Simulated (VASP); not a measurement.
**SiNi2: single point with PBE**

Crystal: SiNi2.

```
Si Ni
1.0
     5.20613    0.00000    0.00000
     0.00000    3.77023    0.00000
     0.00000    0.00000    7.15855
Si Ni
4 8
Direct
  0.27779 0.75000 0.61681
  0.72221 0.25000 0.38319
  0.22221 0.25000 0.11681
  0.77779 0.75000 0.88319
  0.96209 0.75000 0.19771
  0.03791 0.25000 0.80229
  0.53791 0.25000 0.69771
  0.46209 0.75000 0.30229
  0.83465 0.75000 0.56031
  0.16535 0.25000 0.43969
  0.66535 0.25000 0.06031
  0.33465 0.75000 0.93969
```

```
Program                : VASP 6.6.1
Task                   : single point
Functional             : PBE
Potentials or basis    : VASP PAW PBE potentials, release 64 (Si, Ni)
Cutoff                 : 600 eV
k mesh                 : 8 × 10 × 6
Occupations            : gaussian, width 0.1 eV
Spin                   : no spin polarisation
Dipole correction      : no
Further INCAR settings : ALGO = Normal; EDIFF = 1e-06; NBANDS = 60
```

```
Pressure               : -9.2 GPa
Largest force          : 0.009 eV/Å
Band gap on the k mesh : zero (bands 48 and 49 overlap by 1.62 eV)
```

Forces on the atoms (eV/Å):
```
Si  -0.002  0.000  0.000
Si   0.002  0.000  0.000
Si   0.002  0.000  0.000
Si  -0.002  0.000  0.000
Ni  -0.007  0.000  0.006
Ni   0.007  0.000 -0.006
Ni   0.007  0.000  0.006
Ni  -0.007  0.000 -0.006
Ni  -0.004  0.000 -0.002
Ni   0.004  0.000  0.002
Ni   0.004  0.000 -0.002
Ni  -0.004  0.000  0.002
```

Levels at points of the mesh, in eV from the Fermi level:
| k point | band 46 | band 47 | band 48 | band 49 | band 50 | band 51 |
| --- | --- | --- | --- | --- | --- | --- |
| (0.00, 0.00, 0.00) | -0.89 | -0.62 | -0.35 | 0.49 | 0.70 | 2.06 |
| (0.50, 0.00, 0.00) | -0.90 | 1.17 | 1.17 | 1.58 | 1.58 | 2.38 |
| (0.00, 0.50, 0.00) | -0.94 | -0.89 | -0.89 | 0.59 | 0.59 | 1.26 |
| (0.50, 0.50, 0.00) | -0.80 | -0.80 | -0.80 | 0.02 | 0.02 | 0.02 |
| (0.00, 0.00, 0.50) | -1.03 | -0.45 | -0.45 | 0.29 | 0.29 | 1.30 |
| (0.50, 0.00, 0.50) | -0.66 | 0.33 | 0.33 | 1.77 | 1.77 | 1.82 |
| (0.00, 0.50, 0.50) | -0.74 | -0.39 | -0.39 | -0.34 | -0.34 | 0.87 |
| (0.50, 0.50, 0.50) | -0.73 | -0.73 | -0.73 | 0.50 | 0.50 | 0.50 |

Wall time 29 min on 1 thread of Oxide Virtual Turin-like Processor (shared host), peak memory 0.84 GiB.

Caveat: the cell stands under tension. Spin polarisation is off, so any magnetic state and its effect on volume and gap are missing.
